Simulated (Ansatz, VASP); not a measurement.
# Two plane-wave programs on AlCo

```
Al Co
1.0
     2.82406    0.00000    0.00000
     0.00000    2.82406    0.00000
     0.00000    0.00000    2.82406
Al Co
1 1
Direct
  0.00000 0.00000 0.00000
  0.50000 0.50000 0.50000
```

Alike in both runs: functional r2SCAN; k mesh 14 × 14 × 14; occupations gaussian, width 0.1 eV; collinear spin.

Ansatz relaxed the structure, and its values are those at the end. VASP's run is a single point on that final structure, the one shown.

|  | VASP | Ansatz |
| --- | --- | --- |
| version | VASP 6.6.1 | Ansatz 0.2.0 |
| potentials or method | VASP PAW PBE potentials, release 64 (Al, Co), cutoff 520 eV | scalar-relativistic, plane waves, PAW |
| valence electrons in the cell | 12 | 20 |

|  | VASP | Ansatz | Ansatz less VASP |
| --- | --- | --- | --- |
| gap on the k mesh at the Fermi level (eV) | none | none | - |
| pressure (GPa) | -0.5 | 0.0 | +0.50 |
| net moment per atom (μB) | 0.00 | 0.05 | +0.050 |
| size of the moment on the site where the two differ most (μB) | 0.00 | 0.15 | +0.150 |

VASP's potentials were made for PBE, not for r2SCAN. Site moments also hang on the region over which each program counts them. A gap of «none» marks a metal or a gap that the smearing closes. VASP's potentials hold 12 valence electrons a cell and Ansatz's 20, so a difference there can come from the potentials and not from the codes.
